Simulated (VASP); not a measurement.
# LiF (R-3m) in VASP: notebook

The runs below take LiF through dielectric tensor, with r2SCAN.

Program: VASP 6.6.1. These are calculated values, not measurements. Logs are shortened: lines on timing, memory, paths and dates and some standing lists are left out, and cuts for length are marked.

### 1 The cell of the first run

The structure is trigonal, space group R-3m (No. 166). The conventional cell has a = 2.878 Å, b = 2.878 Å, c = 6.857 Å, α = 90.00°, β = 90.00°, γ = 120.00°. Within 2.7 Å of Li (site symmetry -3m) lie 6 F at 2.02 Å. Within 2.7 Å of F (site symmetry -3m) lie 6 Li at 2.02 Å.

### 2 Dielectric tensor, r2SCAN (epitaxial 111 strain +2.0%)

The input, INCAR:

```
SYSTEM = LiF
ALGO = Normal ; EDIFF = 1E-8
ENCUT = 520 ; ISIF = 2
ISMEAR = 0 ; LASPH = .True.
LCALCEPS = .True. ; LCHARG = .False.
LMIXTAU = .True. ; LREAL = .False.
LWAVE = .False. ; METAGGA = R2SCAN
NELM = 100 ; PREC = Accurate
SIGMA = 0.01
```

The input, KPOINTS:

```
k-points
0
Gamma
  10 10 10
  0 0 0
```

The input, POSCAR:

```
LiF
1.0
   -0.0368410052      1.9979281671      1.9979281671
    1.9979281671     -0.0368410052      1.9979281671
    1.9979281671      1.9979281671     -0.0368410052
Li F
1 1
Direct
    0.0000000000      0.0000000000      0.0000000000
    0.5000000000      0.5000000000      0.5000000000
```

Potentials or basis: VASP PAW PBE potentials, release 64 (Li_sv, F).

Command:

```sh
> cat potpaw_PBE.64/Li_sv/POTCAR potpaw_PBE.64/F/POTCAR > POTCAR
> mpirun -np 1 vasp_std > vasp.out
```

OUTCAR:

```text
SYSTEM = LiF
   EDIFF = 1E-8
   ENCUT = 520
   ISIF = 2
   ISMEAR = 0
   LASPH = .True.
   LREAL = .False.
   METAGGA = R2SCAN
   NELM = 100
   PREC = Accurate

 ion  position               nearest neighbor table
   1  0.000  0.000  0.000-   2 2.02   2 2.02   2 2.02   2 2.02   2 2.02   2 2.02
   2  0.500  0.500  0.500-   1 2.02   1 2.02   1 2.02   1 2.02   1 2.02   1 2.02

  LATTYP: Found a trigonal (rhomboedric) cell.
 ALAT       =     2.8257372810
 COS(alpha) =     0.4814785396

  Lattice vectors:

 A1 = (  -0.0368410052,   1.9979281671,   1.9979281671)
 A2 = (   1.9979281671,  -0.0368410052,   1.9979281671)
 A3 = (   1.9979281671,   1.9979281671,  -0.0368410052)

Analysis of symmetry for initial positions (statically):
=====================================================================
 Subroutine PRICEL returns:
 Original cell was already a primitive cell.

 Routine SETGRP: Setting up the symmetry group for a
 trigonal (rhombohedral) supercell.

 Subroutine GETGRP returns: Found 12 space group operations
 (whereof 12 operations were pure point group operations)
 out of a pool of 12 trial point group operations.

The static configuration has the point symmetry D_3d.

Analysis of symmetry for dynamics (positions and initial velocities):
=====================================================================
 Subroutine PRICEL returns:
 Original cell was already a primitive cell.

 Routine SETGRP: Setting up the symmetry group for a
 trigonal (rhombohedral) supercell.

 Subroutine GETGRP returns: Found 12 space group operations
 (whereof 12 operations were pure point group operations)
 out of a pool of 12 trial point group operations.

The dynamic configuration has the point symmetry D_3d.

 Subroutine INISYM returns: Found 12 space group operations
 (whereof 12 operations are pure point group operations),
 and found     1 'primitive' translations

----------------------------------------------------------------------------------------

                                     Primitive cell

  volume of cell :      16.3915

  direct lattice vectors                    reciprocal lattice vectors
    -0.036841005  1.997928167  1.997928167    -0.243441471  0.248014765  0.248014765
     1.997928167 -0.036841005  1.997928167     0.248014765 -0.243441471  0.248014765
     1.997928167  1.997928167 -0.036841005     0.248014765  0.248014765 -0.243441471

  length of vectors
     2.825737281  2.825737281  2.825737281     0.426950111  0.426950111  0.426950111

  position of ions in fractional coordinates (direct lattice)
     0.000000000  0.000000000  0.000000000
     0.500000000  0.500000000  0.500000000

  ion indices of the primitive-cell ions
   primitive index   ion index
                 1           1
                 2           2

----------------------------------------------------------------------------------------

 KPOINTS: k-points

Automatic generation of k-mesh.
 Grid dimensions read from file:
 generate k-points for:   10   10   10

 Generating k-lattice:

  Cartesian coordinates                     Fractional coordinates (reciprocal lattice)
    -0.024344147  0.024801477  0.024801477     0.100000000  0.000000000  0.000000000
     0.024801477 -0.024344147  0.024801477     0.000000000  0.100000000  0.000000000
     0.024801477  0.024801477 -0.024344147     0.000000000  0.000000000  0.100000000

  Length of vectors
     0.042695011  0.042695011  0.042695011

  Shift w.r.t. Gamma in fractional coordinates (k-lattice)
     0.000000000  0.000000000  0.000000000

 Subroutine IBZKPT returns following result:
 ===========================================

 Found    116 irreducible k-points:

 Following reciprocal coordinates:
            Coordinates               Weight
  0.000000  0.000000  0.000000      1.000000
  0.100000  0.000000  0.000000      6.000000
  0.200000  0.000000  0.000000      6.000000
  0.300000  0.000000 -0.000000      6.000000
[... 32 lines left out ...]
   ICHARG =      2    charge: 1-file 2-atom 10-const
   ISPIN  =      1    spin polarized calculation?
   LNONCOLLINEAR =      F non collinear calculations
   LSORBIT =      F    spin-orbit coupling
   LASPH  =      T    aspherical Exc in radial PAW
   ENCUT  =  520.0 eV  38.22 Ry    6.18 a.u.   5.25  5.25  5.25*2*pi/ulx,y,z
   NELM   =    100;   NELMIN=  2; NELMDL= -5     # of ELM steps
   EDIFF  = 0.1E-07   stopping-criterion for ELM
   LREAL  =      F    real-space projection
   EDIFFG = 0.1E-06   stopping-criterion for IOM
   NSW    =      0    number of steps for IOM
   IBRION =     -1    ionic relax: 0-MD 1-quasi-New 2-CG
   NFREE  =      0    steps in history (QN), initial steepest desc. (CG)
   ISIF   =      2    stress and relaxation
   ISYM   =      2    0-nonsym 1-usesym 2-fastsym
   POTIM  = 0.5000    time-step for ionic-motion
   TEBEG  =    0.0;   TEEND  =   0.0 temperature during run
   PSTRESS=    0.0 pullay stress
   NELECT =      10.0000    total number of electrons
   NUPDOWN=      -1.0000    fix difference up-down
   EMIN   =  10.00;   EMAX   =-10.00  energy-range for DOS
   EFERMI =   0.00;   METHOD = LEGACY
   ISMEAR =     0;   SIGMA  =   0.01  broadening in eV -4-tet -1-fermi 0-gaus
   EFERMI_NEDOS =   21; number of points for ismear=-14 and -15
   IALGO  =     38    algorithm
   IMIX   =      4    mixing-type and parameters
     AMIX     =   0.40;   BMIX     =  1.00
     AMIX_MAG =   1.60;   BMIX_MAG =  1.00
  volume/ion in A,a.u.               =       8.20        55.31
  Fermi-wavevector in a.u.,A,eV,Ry     =   1.388467  2.623823 26.229877  1.927842
  Thomas-Fermi vector in A             =   2.512591
   LORBIT       =      0    0 simple, 1 ext, 2 COOP (PROOUT), +10 PAW based schemes
   METAGGA = R2SCAN    functional components
   LHFCALC =     F    Hartree Fock is set to
   AEXX    =    0.0000 exact exchange contribution
   IVDW    =     0    specifies the selected vdW correction
   LEPSILON=     F    determine dielectric tensor
   LRPA    =     F    only Hartree local field effects (RPA)
   LRPA       =     F
 non-spin polarized calculation
 Gauss-broadening in eV      SIGMA  =   0.01
  energy-cutoff  :      520.00
  volume of cell :       16.39
 maximum number of plane-waves:       455
 NGX is ok and might be reduce to    24
   NGX = 11   NGY = 11   NGZ = 11

 number of electron      10.0000000 magnetization

 Total electronic dipole moment: p[elc]=(    -0.00000    -0.00000    -0.00000 ) |e| Angst

 number of electron       9.9999995 magnetization

 Free energy of the ion-electron system (eV)
  ---------------------------------------------------
  ext. energy  EPLUGINS =         0.00000000
  ---------------------------------------------------
  free energy    TOTEN  =       -11.89522378 eV

  energy without entropy =      -11.89522378  energy(sigma->0) =      -11.89522378

 E-fermi :  -1.4229     XC(G=0): -10.5273

 val. band max:       -1.5599608552   @ k =   0.0000   0.0000   0.0000
 cond. band min:   10000.0000000000   @ k =   0.0000   0.0000   0.0000
 fundamental gap:  10001.5599608552
 Fermi energy:        -1.4228879972

 k-point     1 :       0.0000    0.0000    0.0000
  band No.  band energies     occupation
      1     -43.7362      2.00000
      2     -22.7447      2.00000
      3      -1.7031      2.00000
      4      -1.7031      2.00000
      5      -1.5600      2.00000
      6   10000.0000      0.00000
      7   10000.0000      0.00000
      8   10000.0000      0.00000
      9   10000.0000      0.00000
[... 265 lines left out ...]
 k-point    24 :       0.4000    0.3000   -0.0000
  band No.  band energies     occupation
      1     -43.6789      2.00000
      2     -22.2413      2.00000
      3      -3.9527      2.00000
      4      -2.5926      2.00000
      5      -2.3453      2.00000
      6   10000.0000      0.00000
      7   10000.0000      0.00000
      8   10000.0000      0.00000
      9   10000.0000      0.00000

 [... further k-points ...]

------------------------ aborting loop because EDIFF is reached ----------------------------------------

            Ionic dipole moment: p[ion]=(   -13.85655   -13.85655   -13.85655 ) |e| Angst

 Total electronic dipole moment: p[elc]=(    -0.00000    -0.00000     0.00089 ) |e| Angst

 MACROSCOPIC STATIC DIELECTRIC TENSOR (including local field effects)
 ------------------------------------------------------
           1.985896    -0.003606    -0.003606
          -0.003606     1.985896    -0.003606
          -0.003606    -0.003606     1.985896
 ------------------------------------------------------

 PIEZOELECTRIC TENSOR (including local field effects) (e Angst)
          XX          YY          ZZ          XY          YZ          ZX
  --------------------------------------------------------------------------------
  x     0.00000     0.00000     0.00000     0.00000     0.00000     0.00000
  y     0.00000     0.00000     0.00000     0.00000     0.00000     0.00000
  z     0.00000     0.00000     0.00000     0.00000     0.00000     0.00000

 PIEZOELECTRIC TENSOR (including local field effects) (C/m^2)
          XX          YY          ZZ          XY          YZ          ZX
  --------------------------------------------------------------------------------
  x     0.00000     0.00000     0.00000     0.00000     0.00000     0.00000
  y     0.00000     0.00000     0.00000     0.00000     0.00000     0.00000
  z     0.00000     0.00000     0.00000     0.00000     0.00000     0.00000

 BORN EFFECTIVE CHARGES (including local field effects) (in |e|, cummulative output)
 ---------------------------------------------------------------------------------
 ion    1
    1     1.05979    -0.00840    -0.00840
    2    -0.00840     1.05979    -0.00840
    3    -0.00840    -0.00840     1.05979
 ion    2
    1    -1.05979     0.00840     0.00840
    2     0.00840    -1.05979     0.00840
    3     0.00840     0.00840    -1.05979

  FORCE on cell =-STRESS in cart. coord.  units (eV):
  Direction    XX          YY          ZZ          XY          YZ          ZX
  --------------------------------------------------------------------------------------
  -------------------------------------------------------------------------------------
  Total       -0.3223558     -0.3223558     -0.3223558      0.1211387      0.1211387      0.1211387
  in kB      -31.5085627    -31.5085627    -31.5085627     11.8406613     11.8406613     11.8406613
  external PRESSURE =     -31.5085627 kB  Pullay stress =       0.0000000 kB

 VOLUME and BASIS-vectors are now :
 -----------------------------------------------------------------------------
  energy-cutoff  :      520.00
  volume of cell :       16.39
      direct lattice vectors                 reciprocal lattice vectors
    -0.036841005  1.997928167  1.997928167    -0.243441471  0.248014765  0.248014765
     1.997928167 -0.036841005  1.997928167     0.248014765 -0.243441471  0.248014765
     1.997928167  1.997928167 -0.036841005     0.248014765  0.248014765 -0.243441471

 POSITION                                       TOTAL-FORCE (eV/Angst)
 -----------------------------------------------------------------------------------
      0.00000      0.00000      0.00000         0.000000     -0.000000      0.000000
      1.97951      1.97951      1.97951         0.000000      0.000000     -0.000000
 -----------------------------------------------------------------------------------
    total drift:                               -0.000000     -0.000000      0.000000

  FREE ENERGIE OF THE ION-ELECTRON SYSTEM (eV)
  ---------------------------------------------------
  free  energy   TOTEN  =       -11.8952237842 eV

  energy  without entropy=      -11.8952237842  energy(sigma->0) =      -11.89522378
```

Run time: 10 min. Hardware: 1 thread of Intel Xeon 6975P-C (Granite Rapids), shared host; peak memory 0.33 GiB.

Results:

```
Band gap on the k mesh                  : 10.13 eV
Electronic dielectric tensor (diagonal) : 1.99
Born charges (mean of the diagonal)     : Li +1.06; F -1.06 e
```

Levels at points of the mesh, in eV from the valence-band top:
| k point | band 1 | band 2 | band 3 | band 4 | band 5 | band 6 | band 7 | band 8 | band 9 |
| --- | --- | --- | --- | --- | --- | --- | --- | --- | --- |
| (0.00, 0.00, 0.00) | -42.18 | -21.18 | -0.14 | -0.14 | 0.00 | 10.13 | 25.04 | 25.04 | 25.81 |
| (0.50, 0.00, 0.00) | -42.12 | -20.79 | -2.58 | -0.35 | -0.27 | 11.75 | 17.89 | 20.27 | 20.61 |
| (0.50, 0.50, 0.00) | -42.11 | -20.52 | -3.08 | -1.18 | -1.01 | 15.91 | 17.32 | 18.98 | 21.59 |
| (0.50, 0.50, 0.50) | -42.12 | -20.73 | -2.56 | -0.41 | -0.41 | 11.60 | 18.30 | 19.93 | 19.93 |

Electronic dielectric tensor:
```
1.99 0.00 0.00
0.00 1.99 0.00
0.00 0.00 1.99
```

Born effective charge tensors (e):
atom 1, Li
```
 1.06 -0.01 -0.01
-0.01  1.06 -0.01
-0.01 -0.01  1.06
```
atom 2, F
```
-1.06  0.01  0.01
 0.01 -1.06  0.01
 0.01  0.01 -1.06
```

Dipole moments of the cell (e·Å, modulo the quantum): ionic -13.857, -13.857, -13.857; electronic 0.000, 0.000, 0.001

Caveat: the cell differs from its parent crystal (epitaxial 111 strain +2.0%); the cutoff is under 1.25 times the usual one of these potentials, so pressure, stress and relaxed cells hold a basis-set (Pulay) error; the PAW data sets were made with another functional, which shifts forces and pressure a little. A k mesh can miss the band edges.

### 3 Dielectric tensor, r2SCAN (epitaxial 111 strain +3.0%)

The input, INCAR:

```
SYSTEM = LiF
  PREC = Accurate
  ENCUT = 520
  EDIFF = 1E-8
  ISMEAR = 0
  SIGMA = 0.01
  LREAL = .FALSE.
  LASPH = .TRUE.
  NELM = 80
  ALGO = Normal
  ISIF = 2
  LWAVE = .FALSE.
  LCHARG = .FALSE.
  METAGGA = R2SCAN
  LMIXTAU = .TRUE.
  LCALCEPS = .TRUE.
```

The input, KPOINTS:

```
Automatic mesh
0
G
  10 10 10
  0 0 0
```

The input, POSCAR:

```
LiF
1.0
   -0.0554579359      1.9992599537      1.9992599537
    1.9992599537     -0.0554579359      1.9992599537
    1.9992599537      1.9992599537     -0.0554579359
Li F
1 1
Direct
    0.0000000000      0.0000000000      0.0000000000
    0.5000000000      0.5000000000      0.5000000000
```

Potentials or basis: VASP PAW PBE potentials, release 64 (Li_sv, F).

Command:

```sh
> cat potpaw_PBE.64/Li_sv/POTCAR potpaw_PBE.64/F/POTCAR > POTCAR
> mpirun -np 1 vasp_std > vasp.out
```

OUTCAR:

```text
SYSTEM = LiF
   PREC = Accurate
   ENCUT = 520
   EDIFF = 1E-8
   ISMEAR = 0
   LREAL = .FALSE.
   LASPH = .TRUE.
   NELM = 80
   ISIF = 2
   METAGGA = R2SCAN

 ion  position               nearest neighbor table
   1  0.000  0.000  0.000-   2 2.03   2 2.03   2 2.03   2 2.03   2 2.03   2 2.03
   2  0.500  0.500  0.500-   1 2.03   1 2.03   1 2.03   1 2.03   1 2.03   1 2.03

  LATTYP: Found a trigonal (rhomboedric) cell.
 ALAT       =     2.8279243815
 COS(alpha) =     0.4720791437

  Lattice vectors:

 A1 = (  -0.0554579359,   1.9992599537,   1.9992599537)
[... 518 lines left out ...]
    3     0.00501     0.00501    -1.04318

  FORCE on cell =-STRESS in cart. coord.  units (eV):
  Direction    XX          YY          ZZ          XY          YZ          ZX
  --------------------------------------------------------------------------------------
  -------------------------------------------------------------------------------------
  Total       -0.4438214     -0.4438214     -0.4438214      0.1823819      0.1823819      0.1823819
  in kB      -42.7150363    -42.7150363    -42.7150363     17.5531196     17.5531196     17.5531196
  external PRESSURE =     -42.7150363 kB  Pullay stress =       0.0000000 kB

 VOLUME and BASIS-vectors are now :
 -----------------------------------------------------------------------------
  energy-cutoff  :      520.00
  volume of cell :       16.65
      direct lattice vectors                 reciprocal lattice vectors
    -0.055457936  1.999259954  1.999259954    -0.239919873  0.246764944  0.246764944
     1.999259954 -0.055457936  1.999259954     0.246764944 -0.239919873  0.246764944
     1.999259954  1.999259954 -0.055457936     0.246764944  0.246764944 -0.239919873

 POSITION                                       TOTAL-FORCE (eV/Angst)
 -----------------------------------------------------------------------------------
      0.00000      0.00000      0.00000        -0.000000      0.000000     -0.000000
      1.97153      1.97153      1.97153         0.000000     -0.000000      0.000000
 -----------------------------------------------------------------------------------
    total drift:                               -0.000000     -0.000000      0.000000

  FREE ENERGIE OF THE ION-ELECTRON SYSTEM (eV)
  ---------------------------------------------------
  free  energy   TOTEN  =       -11.8857869383 eV

  energy  without entropy=      -11.8857869383  energy(sigma->0) =      -11.88578694
```

OSZICAR:

```text
N       E                     dE             d eps       ncg     rms          rms(c)
DAV:   1     0.270696102184E+02    0.27070E+02   -0.59175E+03  2168   0.116E+03
DAV:   2    -0.138979481846E+02   -0.40968E+02   -0.39730E+02  2302   0.211E+02
DAV:   3    -0.149499572994E+02   -0.10520E+01   -0.10503E+01  2742   0.330E+01
[... 12 lines left out ...]
DMP:   6    -0.118857868427E+02   -0.19930E-06   -0.98845E-07  2538   0.153E-06   0.182E-06
DMP:   7    -0.118857868807E+02   -0.38008E-07   -0.33943E-07  2538   0.115E-06  -0.575E-07
DMP:   8    -0.118857868988E+02   -0.18011E-07   -0.37967E-07  2538   0.925E-07   0.463E-08
DMP:   9    -0.118857869240E+02   -0.25196E-07   -0.19937E-07  2538   0.340E-07   0.305E-07
DMP:  10    -0.118857869349E+02   -0.10898E-07   -0.66123E-08  2538   0.145E-07   0.394E-08
DMP:  11    -0.118857869383E+02   -0.34462E-08   -0.45563E-08  2538   0.113E-07   0.152E-09
   1 F= -.11885787E+02 E0= -.11885787E+02  d E =-.666107E-87
```

stdout:

```text
POSCAR found type information on POSCAR LiF
 POSCAR found :  2 types and       2 ions
 scaLAPACK will be used
 -----------------------------------------------------------------------------
|                                                                             |
[... 86 lines left out ...]
dp_tot=( -0.483E-05 -0.482E-05  0.854E-03 )  diag[e(oo)]=(    ---      ---    1.92857 )
 p_tot=( -0.138E+02 -0.138E+02 -0.138E+02 )
dp_tot=( -0.507E-05 -0.506E-05  0.885E-03 )  diag[e(oo)]=(    ---      ---    1.96166 )
 p_tot=( -0.138E+02 -0.138E+02 -0.138E+02 )
dp_tot=( -0.513E-05 -0.512E-05  0.902E-03 )  diag[e(oo)]=(    ---      ---    1.98053 )
 final diagonalization full
 p_tot=( -0.138E+02 -0.138E+02 -0.138E+02 )
dp_tot=( -0.509E-05 -0.507E-05  0.904E-03 )  diag[e(oo)]=(    ---      ---    1.98271 )
```

It took 10 min on 1 thread of Intel Xeon 6975P-C (Granite Rapids), shared host; peak memory 0.34 GiB.

Results:

```yaml
Band_gap_on_the_k_mesh: 9.94 eV
Electronic_dielectric_tensor_diagonal: 1.98
Born_charges_mean_of_the_diagonal: Li +1.04; F -1.04 e
```

Electronic dielectric tensor:
```
 1.98 -0.01 -0.01
-0.01  1.98 -0.01
-0.01 -0.01  1.98
```

Born effective charge tensors (e):
atom 1, Li
```
 1.04 -0.01 -0.01
-0.01  1.04 -0.01
-0.01 -0.01  1.04
```
atom 2, F
```
-1.04  0.01  0.01
 0.01 -1.04  0.01
 0.01  0.01 -1.04
```

Dipole moments of the cell (e·Å, modulo the quantum): ionic -13.801, -13.801, -13.801; electronic 0.000, 0.000, 0.001

Caveat: the cell differs from its parent crystal (epitaxial 111 strain +3.0%); the cutoff is under 1.25 times the usual one of these potentials, so pressure, stress and relaxed cells hold a basis-set (Pulay) error; the PAW data sets were made with another functional, which shifts forces and pressure a little.

(Part 1 of 2 ends here.)
